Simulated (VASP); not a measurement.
A run of VASP 6.6.1 is set up as follows.

Contents of POSCAR:

```
MgI2
1.0
    4.1537001214      0.0000000000      0.0000000000
   -2.0768500607      3.5972098248      0.0000000000
    0.0000000000      0.0000000000      6.8620000000
Mg I
1 2
Direct
    0.0000000000      0.0000000000      0.0000000000
    0.3333333333      0.6666666667      0.7566122393
    0.6666666667      0.3333333333      0.2433877607
```

Contents of INCAR.step1:

```
PREC = Accurate
ENCUT = 520
ISMEAR = -1
SIGMA = 0.02
LREAL = F
LASPH = T
NELM = 80
NBANDS = 15
GGA = PE
ALGO = Normal
EDIFF = 1E-4
LWAVE = T
LCHARG = F
```

Contents of INCAR.step2:

```
PREC = Accurate
ENCUT = 520
EDIFF = 1E-8
ISMEAR = -1
SIGMA = 0.02
LREAL = F
LASPH = T
NELM = 80
ALGO = Normal
ISIF = 2
LWAVE = F
LCHARG = F
METAGGA = R2SCAN
LMIXTAU = T
LEFG = T
NBANDS = 15
ISTART = 1
```

The input KPOINTS:

```
Automatic mesh
0
Gamma
  8 8 4
```

Potentials or basis: VASP PAW PBE potentials, release 64 (Mg, I).

Run with:

```console
$ cat potpaw_PBE.64/Mg/POTCAR potpaw_PBE.64/I/POTCAR > POTCAR
$ cp INCAR.step1 INCAR
$ mpirun -np 1 vasp_std > vasp.out
$ cp INCAR.step2 INCAR
$ mpirun -np 1 vasp_std > vasp.out
```

(1) Predict the largest force.

(2) Predict the pressure.

(3) What does it give for the band gap on the k mesh?

Answers

(1) 0.056 eV/Å.

(2) 0.5 GPa.

(3) 4.10 eV (least direct gap 4.48 eV).

Caveat: without QUAD_EFG the Cq values of the log hold for a quadrupole moment of 1 mb, not for the nuclei; the PAW data sets were made with another functional, which shifts forces and pressure a little; spin-orbit coupling is left out, which moves the levels of the heavy elements.
